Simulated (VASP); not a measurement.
# Sn (I4/mmm) in VASP: a series of runs, part 3 of 3

VASP 6.6.1. Earlier steps stand in the parts before.

**4. Single point, PBE (26.10 Å³/atom)**

This run uses another cell than the first one, of 26.10 Å³/atom.

File INCAR:

```
ALGO = Fast
EDIFF = 1E-6
ENCUT = 520
GGA = PE
ISIF = 2
ISMEAR = 0
LASPH = T
LCHARG = F
LREAL = F
LWAVE = F
NBANDS = 13
NELM = 80
PREC = Accurate
SIGMA = 0.1
```

File KPOINTS:

```
k-points
0
Gamma
  20 20 20
```

File POSCAR:

```
Sn
1.0
    0.0000000000      2.7589075162      2.7590399193
    1.7145299957      0.0000000000      2.7590399193
    1.7145299957      2.7589075162      0.0000000000
Sn
1
Direct
    0.5000000000      0.5000000000      0.5000000000
```

Potentials or basis: VASP PAW PBE potentials, release 64 (Sn_d).

Run with:

```
$ cat potpaw_PBE.64/Sn_d/POTCAR > POTCAR
$ mpirun -np 1 vasp_std > vasp.out
```

OUTCAR:

```text
EDIFF = 1E-6
   ENCUT = 520
   GGA = PE
   ISIF = 2
   ISMEAR = 0
   LASPH = T
   LREAL = F
   NELM = 80
   PREC = Accurate

 ion  position               nearest neighbor table
   1  0.500  0.500  0.500-

  LATTYP: Found a face centered orthorhombic cell.
 ALAT       =     3.4290599914
 B/A-ratio  =     1.6091334203
 C/A-ratio  =     1.6092106444

  Lattice vectors:

 A1 = (   0.0000000000,   2.7589075162,   2.7590399193)
 A2 = (   1.7145299957,   0.0000000000,   2.7590399193)
 A3 = (   1.7145299957,   2.7589075162,   0.0000000000)

Analysis of symmetry for initial positions (statically):
=====================================================================
 Subroutine PRICEL returns:
 Original cell was already a primitive cell.

 Routine SETGRP: Setting up the symmetry group for a
 face centered orthorhombic supercell.

 Subroutine GETGRP returns: Found  8 space group operations
 (whereof  8 operations were pure point group operations)
 out of a pool of  8 trial point group operations.

The static configuration has the point symmetry D_2h.

Analysis of symmetry for dynamics (positions and initial velocities):
=====================================================================
 Subroutine PRICEL returns:
 Original cell was already a primitive cell.

 Routine SETGRP: Setting up the symmetry group for a
 face centered orthorhombic supercell.

 Subroutine GETGRP returns: Found  8 space group operations
 (whereof  8 operations were pure point group operations)
 out of a pool of  8 trial point group operations.

The dynamic configuration has the point symmetry D_2h.

 Subroutine INISYM returns: Found  8 space group operations
 (whereof  8 operations are pure point group operations),
 and found     1 'primitive' translations

----------------------------------------------------------------------------------------

                                     Primitive cell

  volume of cell :      26.1018
[... 115 lines left out ...]
   IVDW    =     0    specifies the selected vdW correction
   LEPSILON=     F    determine dielectric tensor
   LRPA    =     F    only Hartree local field effects (RPA)
 non-spin polarized calculation
 RMM-DIIS sequential band-by-band and
 Gauss-broadening in eV      SIGMA  =   0.10
  energy-cutoff  :      520.00
  volume of cell :       26.10
 maximum number of plane-waves:       738
 NGX is ok and might be reduce to    30
   NGX = 15   NGY = 11   NGZ = 11

 number of electron      14.0000003 magnetization

 Free energy of the ion-electron system (eV)
  ---------------------------------------------------
  ext. energy  EPLUGINS =         0.00000000
  ---------------------------------------------------
  free energy    TOTEN  =        -3.77158036 eV

  energy without entropy =       -3.76948104  energy(sigma->0) =       -3.77053070

 E-fermi :   8.6035     XC(G=0): -10.5553

 val. band max:        8.5936598421   @ k =  -0.3500  -0.0000   0.2000
 cond. band min:       8.6077643095   @ k =  -0.0500   0.4000   0.4000
 fundamental gap:      0.0141044673
 Fermi energy:         8.6034806991

 k-point     1 :       0.0000    0.0000    0.0000
  band No.  band energies     occupation
      1     -13.0242      2.00000
      2     -12.9725      2.00000
      3     -12.9724      2.00000
      4     -12.8960      2.00000
      5     -12.8185      2.00000
      6      -2.8068      2.00000
      7      16.2706      0.00000
      8      16.2722      0.00000
      9      17.7621      0.00000
     10      19.9281      0.00000
     11      20.8065      0.00000
     12      20.8067      0.00000
     13      21.2321      0.00000
[... 354 lines left out ...]
  band No.  band energies     occupation
      1     -13.0498      2.00000
      2     -12.9802      2.00000
      3     -12.8569      2.00000
      4     -12.8226      2.00000
      5     -12.7882      2.00000
      6       0.6396      2.00000
      7       6.7069      2.00000
      8      12.1193      0.00000
      9      13.4619      0.00000
     10      16.7012      0.00000
     11      16.9704      0.00000
     12      21.7025      0.00000
     13      27.3455      0.00000

 [... further k-points ...]

------------------------ aborting loop because EDIFF is reached ----------------------------------------

  FORCE on cell =-STRESS in cart. coord.  units (eV):
  Direction    XX          YY          ZZ          XY          YZ          ZX
  --------------------------------------------------------------------------------------
  -------------------------------------------------------------------------------------
  Total        0.5330978      0.5233494      0.5226653      0.0000000      0.0000000      0.0000000
  in kB       32.7225622     32.1241848     32.0821944      0.0000000      0.0000000      0.0000000
  external PRESSURE =      32.3096471 kB  Pullay stress =       0.0000000 kB

 VOLUME and BASIS-vectors are now :
 -----------------------------------------------------------------------------
  energy-cutoff  :      520.00
  volume of cell :       26.10
      direct lattice vectors                 reciprocal lattice vectors
     0.000000000  2.758907516  2.759039919    -0.291625111  0.181231157  0.181222459
     1.714529996  0.000000000  2.759039919     0.291625111 -0.181231157  0.181222459
     1.714529996  2.758907516  0.000000000     0.291625111  0.181231157 -0.181222459

 POSITION                                       TOTAL-FORCE (eV/Angst)
 -----------------------------------------------------------------------------------
      1.71453      2.75891      2.75904         0.000000      0.000000      0.000000
 -----------------------------------------------------------------------------------
    total drift:                                0.000000      0.000000      0.000000

  FREE ENERGIE OF THE ION-ELECTRON SYSTEM (eV)
  ---------------------------------------------------
  free  energy   TOTEN  =        -3.7715803599 eV

  energy  without entropy=       -3.7694810421  energy(sigma->0) =       -3.77053070
```

OSZICAR:

```text
N       E                     dE             d eps       ncg     rms          rms(c)
DAV:   1     0.797298985328E+02    0.79730E+02   -0.74946E+03 31001   0.169E+03
DAV:   2     0.165881749391E+01   -0.78071E+02   -0.75204E+02 31981   0.336E+02
DAV:   3    -0.368067224039E+01   -0.53395E+01   -0.53161E+01 36343   0.718E+01
DAV:   4    -0.378283481366E+01   -0.10216E+00   -0.10214E+00 35255   0.107E+01
DAV:   5    -0.378587638327E+01   -0.30416E-02   -0.30415E-02 37563   0.188E+00    0.144E+00
RMM:   6    -0.377521526948E+01    0.10661E-01   -0.93770E-03 38533   0.127E+00    0.826E-01
RMM:   7    -0.377164241378E+01    0.35729E-02   -0.76511E-03 37942   0.104E+00    0.104E-01
RMM:   8    -0.377154205830E+01    0.10036E-03   -0.92500E-04 42469   0.431E-01    0.339E-02
RMM:   9    -0.377157732027E+01   -0.35262E-04   -0.33338E-04 47851   0.174E-01    0.238E-02
RMM:  10    -0.377157893005E+01   -0.16098E-05   -0.38496E-05 40636   0.888E-02    0.760E-03
RMM:  11    -0.377158025927E+01   -0.13292E-05   -0.22357E-05 47613   0.481E-02    0.376E-03
RMM:  12    -0.377158035987E+01   -0.10060E-06   -0.24808E-06 27413   0.170E-02
   1 F= -.37715804E+01 E0= -.37705307E+01  d E =-.209932E-02
```

Run time: 3.2 min. Hardware: 1 thread of Intel Xeon Platinum 8488C (Sapphire Rapids), shared host; peak memory 0.45 GiB.

Results:

- Free energy: -3.7716 eV
- Pressure: 3.2 GPa
- Band gap on the k mesh: zero (bands 7 and 8 overlap by 9.99 eV)

Levels at points of the mesh, in eV from the Fermi level:
```tsv
k point	band 5	band 6	band 7	band 8	band 9	band 10
(0.00, 0.00, 0.00)	-21.42	-11.41	7.67	7.67	9.16	11.32
(0.50, 0.00, 0.00)	-21.35	-6.09	-4.51	3.30	4.81	7.61
(0.50, 0.50, 0.00)	-21.37	-7.07	-4.87	5.07	7.18	9.70
(0.50, 0.00, 0.50)	-21.37	-7.07	-4.87	5.07	7.18	9.70
(0.00, 0.50, 0.50)	-21.36	-2.71	-1.32	-1.32	1.34	3.24
```

Caveat: the cell stands under pressure; spin-orbit coupling is left out, which moves the levels of the heavy elements.

**5. Single point, PBE (26.93 Å³/atom)**

This run uses another cell than the first one, of 26.93 Å³/atom.

File INCAR:

```
SYSTEM = Sn
  PREC = Accurate
  ENCUT = 520
  EDIFF = 1E-6
  ISMEAR = 0
  SIGMA = 0.1
  LREAL = .False.
  LASPH = .True.
  NELM = 60
  ALGO = Fast
  ISIF = 2
  LWAVE = .False.
  LCHARG = .False.
  GGA = PE
  NBANDS = 13
```

File KPOINTS:

```
regular mesh
0
Gamma
  20 20 20
  0 0 0
```

File POSCAR:

```
Sn
1.0
    0.0000000000      2.7879507822      2.7880845792
    1.7325790063      0.0000000000      2.7880845792
    1.7325790063      2.7879507822      0.0000000000
Sn
1
Direct
    0.5000000000      0.5000000000      0.5000000000
```

Run with:

```
$ cat potpaw_PBE.64/Sn_d/POTCAR > POTCAR
$ mpirun -np 1 vasp_std > vasp.out
```

It took 3.5 min on 1 thread of Intel Xeon Platinum 8488C (Sapphire Rapids), shared host; peak memory 0.47 GiB.

The run converged. Its results:

- Free energy: -3.7837 eV
- Pressure: 1.4 GPa
- Band gap on the k mesh: zero (bands 7 and 8 overlap by 9.64 eV)

Stress tensor (GPa, compression positive):
```
1.31 0.00 0.00
0.00 1.43 0.00
0.00 0.00 1.43
```

Levels at points of the mesh, in eV from the Fermi level:
```csv
k point,band 4,band 5,band 6,band 7,band 8,band 9,band 10,band 11
"(0.00, 0.00, 0.00)",-21.49,-21.42,-11.17,7.42,7.42,8.82,11.13,12.12
"(0.50, 0.00, 0.00)",-21.41,-21.35,-6.07,-4.35,3.21,4.72,7.44,7.64
"(0.50, 0.50, 0.00)",-21.45,-21.37,-7.01,-4.70,4.92,7.02,9.48,9.89
"(0.50, 0.00, 0.50)",-21.45,-21.37,-7.01,-4.70,4.92,7.02,9.48,9.89
"(0.00, 0.50, 0.50)",-21.38,-21.36,-2.86,-1.26,-1.26,1.32,3.27,5.01
```

Caveat: spin-orbit coupling is left out, which moves the levels of the heavy elements.

**6. The runs side by side**

```csv
cell,gap on the mesh (eV),pressure (GPa)
"a = 3.808, b = 3.177, c = 3.177 Å, angles 73.7, 53.2, 53.2°, 1 atom",none,8.1
"a = 3.856, b = 3.213, c = 3.213 Å, angles 73.7, 53.1, 53.1°, 1 atom",none,5.4
"a = 3.902, b = 3.248, c = 3.248 Å, angles 73.8, 53.1, 53.1°, 1 atom",none,3.2
"a = 3.943, b = 3.283, c = 3.282 Å, angles 73.8, 53.1, 53.1°, 1 atom",none,1.4
```

Alike in all rows: task single point; level PBE; potentials or basis VASP PAW PBE potentials, release 64 (Sn_d); no spin polarisation; k mesh 20 × 20 × 20; cutoff (eV) 520; smearing gaussian 0.1 eV.

Caveats: spin-orbit coupling is left out, which moves the levels of the heavy elements; the cell stands under pressure (at least some runs).

Absolute energies hang on the potentials; compare differences alone.

The gap in the log of VASP goes by the Fermi energy; the results here count the filled bands.